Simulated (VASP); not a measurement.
GaP, 2 atoms in the cell. Symmetry: I-4m2, No. 119, tetragonal system. Conventional cell: a = 3.854 Å, b = 3.854 Å, c = 5.614 Å, α = 90.00°, β = 90.00°, γ = 90.00°. Ga (site symmetry -4m2) has 4 P at 2.38 Å within 3.1 Å. P (site symmetry -4m2) has 4 Ga at 2.38 Å within 3.1 Å.  This cell differs from its parent crystal: strain +0.0300 x Voigt [0, 1, 0, 0, 0, 0].

| Property | Result |
| --- | --- |
| Program | VASP 6.6.1 |
| Task | single point |
| Functional | r2SCAN |
| Potentials or basis | VASP PAW PBE potentials, release 64 (Ga_d, P) |
| Cutoff | 520 eV |
| k mesh | 8 × 8 × 8 |
| Occupations | gaussian, width 0.05 eV |
| Spin | no spin polarisation |
| Dipole correction | no |
| Further INCAR settings | ALGO = Normal; EDIFF = 1e-06; NBANDS = 16 |

Potentials or basis: VASP PAW PBE potentials, release 64 (Ga_d, P).

Launch:

```bash
$ cat potpaw_PBE.64/Ga_d/POTCAR potpaw_PBE.64/P/POTCAR > POTCAR
$ cp INCAR.step1 INCAR
$ mpirun -np 1 vasp_std > vasp.out
$ cp INCAR.step2 INCAR
$ mpirun -np 1 vasp_std > vasp.out
```

Hardware: 1 thread of Intel Xeon 8259CL, with other jobs on the host.

Q: How long does it take, and how much memory?

A: Run time: 3.1 min on 1 thread of Intel Xeon 8259CL, on a shared host, peak memory 0.19 GiB. Counts: k points 59.
